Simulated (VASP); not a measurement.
# In (P6/mmm) in VASP: further runs, part 2 of 2

VASP 6.6.1. The steps go on from the part before.

### 7 Relaxation of cell and atoms, PBE, target pressure 280 GPa, at which the enthalpy is minimised

This run uses another cell than the first one: it holds 3 atoms, not 1.

INCAR

```
SYSTEM = In
ALGO = Normal ; EDIFF = 1E-6
EDIFFG = -0.005 ; ENCUT = 600
GGA = PE ; IBRION = 2
ISIF = 3 ; ISMEAR = -1
LASPH = .TRUE. ; LCHARG = .FALSE.
LREAL = .FALSE. ; LWAVE = .FALSE.
NELM = 100 ; NSW = 60
PREC = Accurate ; PSTRESS = 2800.0
SIGMA = 0.05
```

KPOINTS

```
k-points
0
G
  9 9 13
  0 0 0
```

POSCAR

```
In
1.0
    4.0274552813      0.0000000000      0.0000000000
   -2.0137276407      3.4878785862      0.0000000000
    0.0000000000      0.0000000000      2.4970222744
In
3
Direct
    0.0000000000      0.0000000000      0.0000000000
    0.3333333333      0.6666666667      0.5000000000
    0.6666666667      0.3333333333      0.5000000000
```

Potentials or basis: VASP PAW PBE potentials, release 64 (In_d).

Run with:

```console
cat potpaw_PBE.64/In_d/POTCAR > POTCAR
mpirun -np 1 vasp_std > vasp.out
```

OUTCAR:

```text
SYSTEM = In
   EDIFF = 1E-6
   EDIFFG = -0.005
   ENCUT = 600
   GGA = PE
   IBRION = 2
   ISIF = 3
   ISMEAR = -1
   LASPH = .TRUE.
   LREAL = .FALSE.
   NELM = 100
   NSW = 60
   PREC = Accurate
   PSTRESS = 2800.0

 ion  position               nearest neighbor table
   1  0.000  0.000  0.000-   2 2.64   3 2.64   2 2.64   3 2.64   3 2.64   3 2.64   2 2.64   2 2.64
                             3 2.64   3 2.64   2 2.64   2 2.64
   2  0.333  0.667  0.500-   3 2.33   3 2.33   3 2.33   1 2.64   1 2.64   1 2.64   1 2.64   1 2.64
                             1 2.64   3 3.41   3 3.41   3 3.41   3 3.41   3 3.41   3 3.41
   3  0.667  0.333  0.500-   2 2.33   2 2.33   2 2.33   1 2.64   1 2.64   1 2.64   1 2.64   1 2.64
                             1 2.64   2 3.41   2 3.41   2 3.41   2 3.41   2 3.41   2 3.41

  LATTYP: Found a hexagonal cell.
 ALAT       =     4.0274552813
 C/A-ratio  =     0.6200000000

  Lattice vectors:

 A1 = (   4.0274552813,   0.0000000000,   0.0000000000)
 A2 = (  -2.0137276407,   3.4878785862,   0.0000000000)
 A3 = (   0.0000000000,   0.0000000000,   2.4970222744)

Analysis of symmetry for initial positions (statically):
=====================================================================
 Subroutine PRICEL returns:
 Original cell was already a primitive cell.

 Routine SETGRP: Setting up the symmetry group for a
 hexagonal supercell.

 Subroutine GETGRP returns: Found 24 space group operations
 (whereof 24 operations were pure point group operations)
 out of a pool of 24 trial point group operations.

The static configuration has the point symmetry D_6h.

Analysis of symmetry for dynamics (positions and initial velocities):
=====================================================================
 Subroutine PRICEL returns:
 Original cell was already a primitive cell.

 Routine SETGRP: Setting up the symmetry group for a
 hexagonal supercell.

 Subroutine GETGRP returns: Found 24 space group operations
 (whereof 24 operations were pure point group operations)
 out of a pool of 24 trial point group operations.

The dynamic configuration has the point symmetry D_6h.

 Subroutine INISYM returns: Found 24 space group operations
 (whereof 24 operations are pure point group operations),
 and found     1 'primitive' translations

----------------------------------------------------------------------------------------

                                     Primitive cell

  volume of cell :      35.0764

  direct lattice vectors                    reciprocal lattice vectors
     4.027455281  0.000000000  0.000000000     0.248295743  0.143353614  0.000000000
    -2.013727641  3.487878586  0.000000000     0.000000000  0.286707228  0.000000000
     0.000000000  0.000000000  2.497022274     0.000000000  0.000000000  0.400477004

  length of vectors
     4.027455281  4.027455281  2.497022274     0.286707228  0.286707228  0.400477004

  position of ions in fractional coordinates (direct lattice)
     0.000000000  0.000000000  0.000000000
     0.333333333  0.666666667  0.500000000
     0.666666667  0.333333333  0.500000000

  ion indices of the primitive-cell ions
   primitive index   ion index
                 1           1
                 2           2
                 3           3

[... 32 lines left out ...]
  0.444444 -0.000000  0.000000      6.000000
  0.111111  0.111111  0.000000      6.000000
[... 16 lines left out ...]
  0.333333  0.222222  0.076923     24.000000
  0.333333  0.333333  0.076923      4.000000
 [... further k-points ...]
   k-points           NKPTS =     84   k-points in BZ     NKDIM =     84   number of bands    NBANDS=     23
   number of dos      NEDOS =    301   number of ions     NIONS =      3
   total plane-waves  NPLWV =  20480
   dimension x,y,z NGX =    32 NGY =   32 NGZ =   20
   dimension x,y,z NGXF=    64 NGYF=   64 NGZF=   40
   ions per type =               3
   NGX,Y,Z   is equivalent  to a cutoff of  13.21, 13.21, 13.32 a.u.
   NGXF,Y,Z  is equivalent  to a cutoff of  26.42, 26.42, 26.63 a.u.
 SYSTEM =  In
   PREC   = accura    normal or accurate (medium, high low for compatibility)
   ISTART =      0    job   : 0-new  1-cont  2-samecut
   ICHARG =      2    charge: 1-file 2-atom 10-const
   ISPIN  =      1    spin polarized calculation?
   LNONCOLLINEAR =      F non collinear calculations
   LSORBIT =      F    spin-orbit coupling
   LASPH  =      T    aspherical Exc in radial PAW
   ENCUT  =  600.0 eV  44.10 Ry    6.64 a.u.   8.04  8.04  4.99*2*pi/ulx,y,z
   NELM   =    100;   NELMIN=  2; NELMDL= -5     # of ELM steps
   EDIFF  = 0.1E-05   stopping-criterion for ELM
   LREAL  =      F    real-space projection
   EDIFFG = -.5E-02   stopping-criterion for IOM
   NSW    =     60    number of steps for IOM
   IBRION =      2    ionic relax: 0-MD 1-quasi-New 2-CG
   NFREE  =      1    steps in history (QN), initial steepest desc. (CG)
   ISIF   =      3    stress and relaxation
   ISYM   =      2    0-nonsym 1-usesym 2-fastsym
   POTIM  = 0.5000    time-step for ionic-motion
   TEBEG  =    0.0;   TEEND  =   0.0 temperature during run
   PSTRESS= 2800.0 pullay stress
   NELECT =      39.0000    total number of electrons
   NUPDOWN=      -1.0000    fix difference up-down
   EMIN   =  10.00;   EMAX   =-10.00  energy-range for DOS
   EFERMI =   0.00;   METHOD = LEGACY
   ISMEAR =    -1;   SIGMA  =   0.05  broadening in eV -4-tet -1-fermi 0-gaus
   EFERMI_NEDOS =   21; number of points for ismear=-14 and -15
   IALGO  =     38    algorithm
   IMIX   =      4    mixing-type and parameters
     AMIX     =   0.40;   BMIX     =  1.00
     AMIX_MAG =   1.60;   BMIX_MAG =  1.00
  volume/ion in A,a.u.               =      11.69        78.90
  Fermi-wavevector in a.u.,A,eV,Ry     =   1.695996  3.204968 39.135839  2.876403
  Thomas-Fermi vector in A             =   2.776939
   LORBIT       =      0    0 simple, 1 ext, 2 COOP (PROOUT), +10 PAW based schemes
   GGA     = PE    functional components
   LHFCALC =     F    Hartree Fock is set to
   AEXX    =    0.0000 exact exchange contribution
   IVDW    =     0    specifies the selected vdW correction
   LEPSILON=     F    determine dielectric tensor
   LRPA    =     F    only Hartree local field effects (RPA)
 conjugate gradient relaxation of ions
 non-spin polarized calculation
  energy-cutoff  :      600.00
  volume of cell :       35.08
 maximum number of plane-waves:      1191
   NGX = 17   NGY = 17   NGZ =  9

--------------------------------------- Ionic step        1  -------------------------------------------

 number of electron      39.0000013 magnetization

 Free energy of the ion-electron system (eV)
  ---------------------------------------------------
  ext. energy  EPLUGINS =         0.00000000
  ---------------------------------------------------
  free energy    TOTEN  =        10.31540425 eV

  energy without entropy =       10.32666974  energy(sigma->0) =       10.32103699

------------------------ aborting loop because EDIFF is reached ----------------------------------------

  FORCE on cell =-STRESS in cart. coord.  units (eV):
  Direction    XX          YY          ZZ          XY          YZ          ZX
  --------------------------------------------------------------------------------------
  -------------------------------------------------------------------------------------
  Total       63.2419569     63.2419569     57.6045115     -0.0000000     -0.0000000     -0.0000000
  in kB     2888.6929410   2888.6929410   2631.1922312     -0.0000000     -0.0000000     -0.0000000
  external PRESSURE =       2.8593711 kB  Pullay stress =    2800.0000000 kB
[... 299 lines left out ...]
--------------------------------------- Ionic step        9  -------------------------------------------

 number of electron      38.9999992 magnetization

 Free energy of the ion-electron system (eV)
  ---------------------------------------------------
  ext. energy  EPLUGINS =         0.00000000
  ---------------------------------------------------
  free energy    TOTEN  =        10.23205383 eV

  energy without entropy =       10.24004740  energy(sigma->0) =       10.23605062

 E-fermi :  22.4604     XC(G=0): -14.7416

 val. band max:       22.3955173200   @ k =   0.1111   0.1111   0.3077
 cond. band min:      22.4747811815   @ k =   0.0000   0.0000   0.3846
 fundamental gap:      0.0792638615
 Fermi energy:        22.4603797014

 k-point     1 :       0.0000    0.0000    0.0000
  band No.  band energies     occupation
      1       2.3409      2.00000
      2       3.7561      2.00000
      3       3.7934      2.00000
      4       4.0136      2.00000
      5       4.1217      2.00000
      6       4.1217      2.00000
[... 613 lines left out ...]
     22      31.9398      0.00000
     23      31.9398      0.00000

 [... further k-points ...]

------------------------ aborting loop because EDIFF is reached ----------------------------------------

  FORCE on cell =-STRESS in cart. coord.  units (eV):
  Direction    XX          YY          ZZ          XY          YZ          ZX
  --------------------------------------------------------------------------------------
  -------------------------------------------------------------------------------------
  Total       61.2980771     61.2980771     61.3000959     -0.0000000     -0.0000000      0.0000000
  in kB     2799.7066183   2799.7066183   2799.7988234     -0.0000001     -0.0000000      0.0000000
  external PRESSURE =      -0.2626467 kB  Pullay stress =    2800.0000000 kB
[... 22 lines left out ...]
  energy  without entropy=       10.2400474022  energy(sigma->0) =       10.23605062

  enthalpy is  TOTEN    =        71.5365544092 eV   P V=       61.3045005797

 reached required accuracy - stopping structural energy minimisation
```

OSZICAR:

```text
N       E                     dE             d eps       ncg     rms          rms(c)
DAV:   1     0.371920295262E+03    0.37192E+03   -0.20970E+04  4112   0.326E+03
DAV:   2     0.376733951319E+02   -0.33425E+03   -0.33129E+03  3864   0.539E+02
DAV:   3     0.100755995970E+02   -0.27598E+02   -0.27361E+02  4400   0.193E+02
[... 69 lines left out ...]
DAV:   1     0.102318386806E+02    0.40078E-02   -0.75820E-03  4993   0.807E-01    0.799E-02
DAV:   2     0.102319801801E+02    0.14150E-03   -0.36054E-04  5235   0.362E-01    0.485E-02
DAV:   3     0.102320554869E+02    0.75307E-04   -0.14697E-04  6320   0.207E-01    0.928E-03
DAV:   4     0.102320538748E+02   -0.16121E-05   -0.18768E-05  4559   0.498E-02    0.100E-02
DAV:   5     0.102320538295E+02   -0.45289E-07   -0.47892E-07  2198   0.102E-02
   9 F= 0.71536554E+02 E0= 0.71540551E+02  d E =-.284123E-04
```

It took 3.4 min on 1 thread of Intel Xeon Platinum 8488C (Sapphire Rapids), shared host; peak memory 0.19 GiB.

Results:

* Free energy: 10.2321 eV
* Energy change on relaxing (the run minimises the enthalpy): -27.8 meV/atom
* Ionic steps: 9
* Pressure after relaxing: 280.0 GPa

Step by step:
| step | energy change (eV) | largest force (eV/Å) | pressure (GPa) | volume (Å³) |
| --- | --- | --- | --- | --- |
| 1 | 0.0000 | 0.0000 | 280.29 | 35.08 |
| 2 | 0.0882 | 0.0000 | 281.59 | 35.08 |
| 3 | -0.1265 | 0.0000 | 279.27 | 35.10 |
| 4 | -0.1261 | 0.0000 | 279.26 | 35.10 |
| 5 | 0.3046 | 0.0000 | 286.54 | 34.86 |
| 6 | -0.0786 | 0.0000 | 280.07 | 35.08 |
| 7 | -0.0808 | 0.0000 | 280.04 | 35.08 |
| 8 | -0.0876 | 0.0000 | 279.93 | 35.08 |
| 9 | -0.0834 | 0.0000 | 279.97 | 35.08 |

Final structure:
```xyz
3
Lattice="4.0782 0.0000 0.0000 -2.0391 3.5318 0.0000 0.0000 0.0000 2.4355" Properties=species:S:1:pos:R:3 pbc="T T T"
In    0.0000    0.0000    0.0000
In    0.0000    2.3545    1.2177
In    2.0391    1.1773    1.2177
```

Caveat: the cell is relaxed towards a set pressure, so the run minimises the enthalpy, not the energy; the highest band is partly filled, so the run has too few bands; spin-orbit coupling is left out, which moves the levels of the heavy elements.

### 8 Overview

| task | cell | k mesh | cutoff (eV) | gap on the mesh (eV) | pressure (GPa) |
| --- | --- | --- | --- | --- | --- |
| single point | a = 2.426, b = 2.426, c = 2.324 Å, angles 90.0, 90.0, 120.0°, 1 atom, atomic positions A | 18 × 18 × 17 | 520 | none | 280.9 |
| single point | a = 2.426, b = 2.426, c = 2.325 Å, angles 90.0, 90.0, 120.0°, 1 atom, atomic positions A | 18 × 18 × 17 | 520 | none | 281.7 |
| single point | a = 4.076, b = 4.076, c = 2.434 Å, angles 90.0, 90.0, 120.0°, 3 atoms, atomic positions B | 9 × 9 × 13 | 520 | none | 281.7 |
| relaxation of cell and atoms | relaxed to 280 GPa from a = 4.076, b = 4.076, c = 2.434 Å, angles 90.0, 90.0, 120.0°, 3 atoms, atomic positions B | 9 × 9 × 13 | 600 | - | 280.0 |
| relaxation of cell and atoms | relaxed to 280 GPa from a = 4.027, b = 4.027, c = 2.497 Å, angles 90.0, 90.0, 120.0°, 3 atoms, atomic positions B | 9 × 9 × 13 | 600 | - | 280.0 |

Alike in all rows: level PBE; potentials or basis VASP PAW PBE potentials, release 64 (In_d); no spin polarisation; smearing fermi-dirac 0.05 eV.

Caveats: spin-orbit coupling is left out, which moves the levels of the heavy elements; the cell stands under pressure (at least some runs); the cell is relaxed towards a set pressure, so the run minimises the enthalpy, not the energy (at least some runs); the highest band is partly filled, so the run has too few bands (at least some runs).

Total energies depend on the potentials used, so only differences within one code and one set of settings carry meaning.

The gap in the log of VASP goes by the Fermi energy; the results here count the filled bands.